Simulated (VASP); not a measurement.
# Ag2O (Pn-3m) in VASP: a series of runs

The runs below take Ag2O through single point, relaxation of cell and atoms, with PBE+D3(BJ).

Everything below comes from runs of VASP 6.6.1. Logs are shortened: lines on timing, memory, paths and dates and some standing lists are left out, and cuts for length are marked.

### 1 The cell of the first run

Symmetry: Pn-3m, No. 224, cubic system. The conventional cell has a = 4.755 Å, b = 4.755 Å, c = 4.755 Å, α = 90.00°, β = 90.00°, γ = 90.00°. Ag (site symmetry -3m) has 2 O at 2.06 Å within 2.7 Å. O (site symmetry -43m) has 4 Ag at 2.06 Å within 2.7 Å.

### 2 Single point, PBE+D3(BJ)

Contents of INCAR:

```
PREC = Accurate
ENCUT = 600
EDIFF = 1E-6
ISMEAR = 0
SIGMA = 0.1
LREAL = F
LASPH = T
NELM = 120
ALGO = Normal
ISIF = 2
LWAVE = F
LCHARG = F
GGA = PE
IVDW = 12
NBANDS = 37
GGA_COMPAT = F
```

Contents of KPOINTS:

```
Automatic mesh
0
Gamma
  8 8 8
```

Contents of POSCAR:

```
Ag2O
1.0
    4.7546073814      0.0000000000      0.0000000000
    0.0000000000      4.7546073814      0.0000000000
    0.0000000000      0.0000000000      4.7546073814
Ag O
4 2
Direct
    0.2500000000      0.2500000000      0.2500000000
    0.2500000000      0.7500000000      0.7500000000
    0.7500000000      0.7500000000      0.2500000000
    0.7500000000      0.2500000000      0.7500000000
    0.0000000000      0.0000000000      0.0000000000
    0.5000000000      0.5000000000      0.5000000000
```

Potentials or basis: VASP PAW PBE potentials, release 64 (Ag, O).

Command:

```
cat potpaw_PBE.64/Ag/POTCAR potpaw_PBE.64/O/POTCAR > POTCAR
mpirun -np 1 vasp_std > vasp.out
```

OUTCAR:

```text
PREC = Accurate
   ENCUT = 600
   EDIFF = 1E-6
   ISMEAR = 0
   LREAL = F
   LASPH = T
   NELM = 120
   ISIF = 2
   GGA = PE
   IVDW = 12
 IVDW          = 12

 ion  position               nearest neighbor table
   1  0.250  0.250  0.250-   5 2.06   6 2.06   4 3.36   2 3.36   3 3.36   2 3.36   4 3.36   2 3.36
                             3 3.36   2 3.36   3 3.36   4 3.36   4 3.36   3 3.36
   2  0.250  0.750  0.750-   5 2.06   6 2.06   4 3.36   1 3.36   3 3.36   1 3.36   3 3.36   1 3.36
                             4 3.36   1 3.36   3 3.36   4 3.36   3 3.36   4 3.36
   3  0.750  0.750  0.250-   5 2.06   6 2.06   4 3.36   1 3.36   2 3.36   2 3.36   4 3.36   1 3.36
                             4 3.36   4 3.36   1 3.36   2 3.36   2 3.36   1 3.36
   4  0.750  0.250  0.750-   5 2.06   6 2.06   3 3.36   1 3.36   2 3.36   1 3.36   3 3.36   2 3.36
                             3 3.36   3 3.36   1 3.36   2 3.36   1 3.36   2 3.36
   5  0.000  0.000  0.000-   1 2.06   2 2.06   3 2.06   4 2.06
   6  0.500  0.500  0.500-   1 2.06   2 2.06   3 2.06   4 2.06

  LATTYP: Found a simple cubic cell.
 ALAT       =     4.7546073814

  Lattice vectors:

 A1 = (   4.7546073814,   0.0000000000,   0.0000000000)
 A2 = (   0.0000000000,   4.7546073814,   0.0000000000)
 A3 = (   0.0000000000,   0.0000000000,   4.7546073814)

Analysis of symmetry for initial positions (statically):
=====================================================================
 Subroutine PRICEL returns:
 Original cell was already a primitive cell.

 Routine SETGRP: Setting up the symmetry group for a
 simple cubic supercell.

 Subroutine GETGRP returns: Found 48 space group operations
 (whereof 24 operations were pure point group operations)
 out of a pool of 48 trial point group operations.

The static configuration has the point symmetry T_d .
 The point group associated with its full space group is O_h .

Analysis of symmetry for dynamics (positions and initial velocities):
=====================================================================
 Subroutine PRICEL returns:
 Original cell was already a primitive cell.

 Routine SETGRP: Setting up the symmetry group for a
 simple cubic supercell.

 Subroutine GETGRP returns: Found 48 space group operations
 (whereof 24 operations were pure point group operations)
 out of a pool of 48 trial point group operations.

The dynamic configuration has the point symmetry T_d .
 The point group associated with its full space group is O_h .

 Subroutine INISYM returns: Found 48 space group operations
 (whereof 24 operations are pure point group operations),
 and found     1 'primitive' translations

----------------------------------------------------------------------------------------

                                     Primitive cell

  volume of cell :     107.4840

  direct lattice vectors                    reciprocal lattice vectors
     4.754607381  0.000000000  0.000000000     0.210322308  0.000000000  0.000000000
     0.000000000  4.754607381  0.000000000     0.000000000  0.210322308  0.000000000
     0.000000000  0.000000000  4.754607381     0.000000000  0.000000000  0.210322308

  length of vectors
     4.754607381  4.754607381  4.754607381     0.210322308  0.210322308  0.210322308

  position of ions in fractional coordinates (direct lattice)
     0.250000000  0.250000000  0.250000000
     0.250000000  0.750000000  0.750000000
     0.750000000  0.750000000  0.250000000
     0.750000000  0.250000000  0.750000000
     0.000000000  0.000000000  0.000000000
     0.500000000  0.500000000  0.500000000

  ion indices of the primitive-cell ions
   primitive index   ion index
                 1           1
                 2           2
                 3           3
                 4           4
                 5           5
                 6           6

----------------------------------------------------------------------------------------

 KPOINTS: Automatic mesh

Automatic generation of k-mesh.
 Grid dimensions read from file:
 generate k-points for:    8    8    8

 Generating k-lattice:

  Cartesian coordinates                     Fractional coordinates (reciprocal lattice)
     0.026290289  0.000000000  0.000000000     0.125000000  0.000000000  0.000000000
     0.000000000  0.026290289  0.000000000     0.000000000  0.125000000  0.000000000
     0.000000000  0.000000000  0.026290289     0.000000000  0.000000000  0.125000000

  Length of vectors
     0.026290289  0.026290289  0.026290289

  Shift w.r.t. Gamma in fractional coordinates (k-lattice)
     0.000000000  0.000000000  0.000000000

 Subroutine IBZKPT returns following result:
 ===========================================

 Found     35 irreducible k-points:

 Following reciprocal coordinates:
            Coordinates               Weight
  0.000000  0.000000  0.000000      1.000000
  0.125000  0.000000  0.000000      6.000000
  0.250000  0.000000  0.000000      6.000000
  0.375000  0.000000  0.000000      6.000000
  0.500000  0.000000  0.000000      3.000000
  0.125000  0.125000  0.000000     12.000000
[... 16 lines left out ...]
  0.375000  0.375000  0.125000     24.000000
  0.500000  0.375000  0.125000     24.000000
 [... further k-points ...]
   k-points           NKPTS =     35   k-points in BZ     NKDIM =     35   number of bands    NBANDS=     37
   number of dos      NEDOS =    301   number of ions     NIONS =      6
   total plane-waves  NPLWV =  64000
   dimension x,y,z NGX =    40 NGY =   40 NGZ =   40
   dimension x,y,z NGXF=    80 NGYF=   80 NGZF=   80
   ions per type =               4   2
   NGX,Y,Z   is equivalent  to a cutoff of  13.99, 13.99, 13.99 a.u.
   NGXF,Y,Z  is equivalent  to a cutoff of  27.97, 27.97, 27.97 a.u.
 SYSTEM =  unknown system
   PREC   = accura    normal or accurate (medium, high low for compatibility)
   ISTART =      0    job   : 0-new  1-cont  2-samecut
   ICHARG =      2    charge: 1-file 2-atom 10-const
   ISPIN  =      1    spin polarized calculation?
   LNONCOLLINEAR =      F non collinear calculations
   LSORBIT =      F    spin-orbit coupling
   LASPH  =      T    aspherical Exc in radial PAW
   ENCUT  =  600.0 eV  44.10 Ry    6.64 a.u.   9.50  9.50  9.50*2*pi/ulx,y,z
   NELM   =    120;   NELMIN=  2; NELMDL= -5     # of ELM steps
   EDIFF  = 0.1E-05   stopping-criterion for ELM
   LREAL  =      F    real-space projection
   EDIFFG = 0.1E-04   stopping-criterion for IOM
   NSW    =      0    number of steps for IOM
   IBRION =     -1    ionic relax: 0-MD 1-quasi-New 2-CG
   NFREE  =      0    steps in history (QN), initial steepest desc. (CG)
   ISIF   =      2    stress and relaxation
   ISYM   =      2    0-nonsym 1-usesym 2-fastsym
   POTIM  = 0.5000    time-step for ionic-motion
   TEBEG  =    0.0;   TEEND  =   0.0 temperature during run
   PSTRESS=    0.0 pullay stress
   NELECT =      56.0000    total number of electrons
   NUPDOWN=      -1.0000    fix difference up-down
   EMIN   =  10.00;   EMAX   =-10.00  energy-range for DOS
   EFERMI =   0.00;   METHOD = LEGACY
   ISMEAR =     0;   SIGMA  =   0.10  broadening in eV -4-tet -1-fermi 0-gaus
   EFERMI_NEDOS =   21; number of points for ismear=-14 and -15
   IALGO  =     38    algorithm
   IMIX   =      4    mixing-type and parameters
     AMIX     =   0.40;   BMIX     =  1.00
     AMIX_MAG =   1.60;   BMIX_MAG =  1.00
  volume/ion in A,a.u.               =      17.91       120.89
  Fermi-wavevector in a.u.,A,eV,Ry     =   1.317315  2.489364 23.610432  1.735318
  Thomas-Fermi vector in A             =   2.447364
   LORBIT       =      0    0 simple, 1 ext, 2 COOP (PROOUT), +10 PAW based schemes
   GGA     = PE    functional components
   LHFCALC =     F    Hartree Fock is set to
   AEXX    =    0.0000 exact exchange contribution
   IVDW    =    12    specifies the selected vdW correction
   LEPSILON=     F    determine dielectric tensor
   LRPA    =     F    only Hartree local field effects (RPA)
 non-spin polarized calculation
 Gauss-broadening in eV      SIGMA  =   0.10
  energy-cutoff  :      600.00
  volume of cell :      107.48
 maximum number of plane-waves:      3695
 NGX is ok and might be reduce to    40
   NGX = 19   NGY = 19   NGZ = 19

 number of electron      55.9999996 magnetization

 Free energy of the ion-electron system (eV)
  ---------------------------------------------------
  ext. energy  EPLUGINS =         0.00000000
  ---------------------------------------------------
  free energy    TOTEN  =       -21.43004772 eV

  energy without entropy =      -21.42922288  energy(sigma->0) =      -21.42963530

 E-fermi :   4.4935     XC(G=0): -10.4121

 val. band max:        4.4217816294   @ k =   0.0000   0.0000   0.0000
 cond. band min:       4.6131074321   @ k =   0.1250   0.0000   0.0000
 fundamental gap:      0.1913258027
 Fermi energy:         4.4935064286

 k-point     1 :       0.0000    0.0000    0.0000
  band No.  band energies     occupation
      1     -14.2927      2.00000
      2     -13.6451      2.00000
      3      -2.2576      2.00000
      4      -2.2576      2.00000
      5      -2.2576      2.00000
      6      -0.0791      2.00000
[... 29 lines left out ...]
     36      13.1042      0.00000
     37      13.1042      0.00000

 k-point     2 :       0.1250    0.0000    0.0000
  band No.  band energies     occupation
      1     -14.2692      2.00000
      2     -13.6711      2.00000
      3      -2.2061      2.00000
      4      -2.2061      2.00000
      5      -2.1857      2.00000
      6      -0.0117      2.00000
[... 29 lines left out ...]
     36      12.9024      0.00000
     37      12.9024      0.00000

 k-point     3 :       0.2500    0.0000    0.0000
  band No.  band energies     occupation
      1     -14.2020      2.00000
      2     -13.7446      2.00000
      3      -2.0607      2.00000
      4      -2.0607      2.00000
      5      -1.9755      2.00000
      6      -0.2395      2.00000
[... 29 lines left out ...]
     36      12.5006      0.00000
     37      12.5006      0.00000

 k-point     4 :       0.3750    0.0000    0.0000
  band No.  band energies     occupation
      1     -14.1001      2.00000
      2     -13.8527      2.00000
      3      -1.8607      2.00000
      4      -1.8607      2.00000
      5      -1.6426      2.00000
      6      -0.7235      2.00000
[... 29 lines left out ...]
     36      12.1779      0.00000
     37      12.1779      0.00000
[... 683 lines left out ...]
      1     -14.0492      2.00000
      2     -13.8972      2.00000
      3      -1.8879      2.00000
      4      -1.8696      2.00000
      5      -1.4401      2.00000
      6      -0.9026      2.00000
[... 29 lines left out ...]
     36      13.1122      0.00000
     37      14.2421      0.00000

 k-point    23 :       0.3750    0.3750    0.1250
  band No.  band energies     occupation
      1     -14.0731      2.00000
      2     -13.8697      2.00000
      3      -1.9870      2.00000
      4      -1.8836      2.00000
      5      -1.4632      2.00000
      6      -0.8917      2.00000
[... 29 lines left out ...]
     36      13.5146      0.00000
     37      13.7125      0.00000

 k-point    24 :       0.5000    0.3750    0.1250
  band No.  band energies     occupation
      1     -14.0700      2.00000
      2     -13.8712      2.00000
      3      -1.9365      2.00000
      4      -1.9308      2.00000
      5      -1.5209      2.00000
      6      -0.8139      2.00000
[... 29 lines left out ...]
     36      13.0864      0.00000
     37      13.7854      0.00000

 [... further k-points ...]

------------------------ aborting loop because EDIFF is reached ----------------------------------------

 Edisp (eV)   -1.88813

 E8    (eV) :    -0.7878

  FORCE on cell =-STRESS in cart. coord.  units (eV):
  Direction    XX          YY          ZZ          XY          YZ          ZX
  --------------------------------------------------------------------------------------
  -------------------------------------------------------------------------------------
  Total      -0.14963    -0.14963    -0.14963    -0.00000     0.00000    -0.00000
  in kB      -2.23049    -2.23049    -2.23049    -0.00000     0.00000    -0.00000
  external pressure =       -2.23 kB  Pullay stress =        0.00 kB

 VOLUME and BASIS-vectors are now :
 -----------------------------------------------------------------------------
  energy-cutoff  :      600.00
  volume of cell :      107.48
      direct lattice vectors                 reciprocal lattice vectors
     4.754607381  0.000000000  0.000000000     0.210322308  0.000000000  0.000000000
     0.000000000  4.754607381  0.000000000     0.000000000  0.210322308  0.000000000
     0.000000000  0.000000000  4.754607381     0.000000000  0.000000000  0.210322308

 POSITION                                       TOTAL-FORCE (eV/Angst)
 -----------------------------------------------------------------------------------
      1.18865      1.18865      1.18865         0.000000     -0.000000     -0.000000
      1.18865      3.56596      3.56596        -0.000000     -0.000000      0.000000
      3.56596      3.56596      1.18865         0.000000      0.000000      0.000000
      3.56596      1.18865      3.56596         0.000000      0.000000     -0.000000
      0.00000      0.00000      0.00000        -0.000000     -0.000000      0.000000
      2.37730      2.37730      2.37730         0.000000     -0.000000      0.000000
 -----------------------------------------------------------------------------------
    total drift:                                0.000000      0.000000     -0.000000

  FREE ENERGIE OF THE ION-ELECTRON SYSTEM (eV)
  ---------------------------------------------------
  free  energy   TOTEN  =       -23.3181801873 eV

  energy  without entropy=      -23.3173553535  energy(sigma->0) =      -23.31776777
```

Wall time 4 min (1 thread of Oxide Virtual Turin-like, shared host); peak memory 0.29 GiB.

What came out:

| Item | Value |
| --- | --- |
| Free energy | -23.3182 eV |
| Pressure | -0.2 GPa |
| Band gap on the k mesh | zero (filled and empty bands touch) |
| Dispersion energy per atom | -0.315 eV |

Levels at points of the mesh, in eV from the Fermi level:
| k point | band 26 | band 27 | band 28 | band 29 | band 30 | band 31 |
| --- | --- | --- | --- | --- | --- | --- |
| (0.00, 0.00, 0.00) | -0.07 | -0.07 | -0.07 | -0.07 | 2.03 | 2.03 |
| (0.50, 0.00, 0.00) | -1.64 | -0.53 | -0.53 | 1.99 | 1.99 | 4.69 |
| (0.50, 0.50, 0.00) | -1.66 | -0.87 | -0.87 | 2.04 | 2.04 | 3.65 |
| (0.50, 0.50, 0.50) | -0.75 | -0.75 | -0.75 | 2.56 | 2.56 | 2.56 |

Caveat: semilocal functionals underestimate gaps, and a narrow one can read as zero.

### 3 Relaxation of cell and atoms, PBE+D3(BJ)

This run uses another cell than the first one, of 18.57 Å³/atom.

Contents of INCAR:

```
ALGO = Normal ; EDIFF = 1E-7
EDIFFG = -0.005 ; ENCUT = 600
GGA = PE ; GGA_COMPAT = False
IBRION = 2 ; ISIF = 3
ISMEAR = 0 ; IVDW = 12
LASPH = True ; LCHARG = False
LREAL = False ; LWAVE = False
NELM = 120 ; NELMIN = 4
NSW = 70 ; PREC = Accurate
SIGMA = 0.1
```

Contents of KPOINTS:

```
k-points
0
Gamma
  8 8 8
```

POSCAR, as its differences from that of step 2:

```diff
@@ -2,5 +2,5 @@
 1.0
-    4.7546073814      0.0000000000      0.0000000000
-    0.0000000000      4.7546073814      0.0000000000
-    0.0000000000      0.0000000000      4.7546073814
+    4.8119826548      0.0000000000      0.0000000000
+    0.0000000000      4.8119826548      0.0000000000
+    0.0000000000      0.0000000000      4.8119826548
 Ag O
```

Potentials or basis: VASP PAW PBE potentials, release 64 (Ag, O).

Command:

```
cat potpaw_PBE.64/Ag/POTCAR potpaw_PBE.64/O/POTCAR > POTCAR
mpirun -np 1 vasp_std > vasp.out
```

It took 11 min on 1 thread of Oxide Virtual Turin-like, shared host; peak memory 0.31 GiB.

It converged, with:

```
Free energy                           : -23.3226 eV
Relaxed volume                        : 17.87 Å³/atom
Relaxed cell                          : a = 4.750 Å, b = 4.750 Å, c = 4.750 Å, α = 90.00°, β = 90.00°, γ = 90.00°
Space group after relaxing (to 0.1 Å) : Pn-3m (No. 224)
Energy gained by relaxing             : 6.3 meV/atom
Ionic steps                           : 3
Pressure after relaxing               : 0.0 GPa
Band gap on the k mesh                : 0.01 eV
Dispersion energy per atom            : -0.316 eV
```

The path:
```
step  energy change (eV)  largest force (eV/Å)  pressure (GPa)  volume (Å³)
   1              0.0000                0.0000           -2.76       111.42
   2             -0.0361                0.0000            0.65       106.34
   3             -0.0378                0.0000            0.00       107.20
```

Final structure:
```cif
data_structure
_symmetry_space_group_name_H-M 'P 1'
_symmetry_Int_Tables_number 1
_cell_length_a 4.7504
_cell_length_b 4.7504
_cell_length_c 4.7504
_cell_angle_alpha 90.000
_cell_angle_beta 90.000
_cell_angle_gamma 90.000
_cell_volume 107.20
loop_
_atom_site_label
_atom_site_type_symbol
_atom_site_fract_x
_atom_site_fract_y
_atom_site_fract_z
_atom_site_occupancy
Ag1 Ag 0.25000 0.25000 0.25000 1
Ag2 Ag 0.25000 0.75000 0.75000 1
Ag3 Ag 0.75000 0.75000 0.25000 1
Ag4 Ag 0.75000 0.25000 0.75000 1
O1 O 0.00000 0.00000 0.00000 1
O2 O 0.50000 0.50000 0.50000 1
```

Levels at points of the mesh, in eV from the valence-band top:
| k point | band 26 | band 27 | band 28 | band 29 | band 30 | band 31 |
| --- | --- | --- | --- | --- | --- | --- |
| (0.00, 0.00, 0.00) | 0.00 | 0.00 | 0.00 | 0.01 | 2.10 | 2.10 |
| (0.50, 0.00, 0.00) | -1.57 | -0.46 | -0.46 | 2.07 | 2.07 | 4.76 |
| (0.50, 0.50, 0.00) | -1.59 | -0.80 | -0.80 | 2.11 | 2.11 | 3.73 |
| (0.50, 0.50, 0.50) | -0.68 | -0.68 | -0.68 | 2.63 | 2.63 | 2.63 |

Caveat: the smearing spreads over this small gap; semilocal functionals underestimate gaps, and a narrow one can read as zero.

The gap in the log of VASP goes by the Fermi energy; the results here count the filled bands.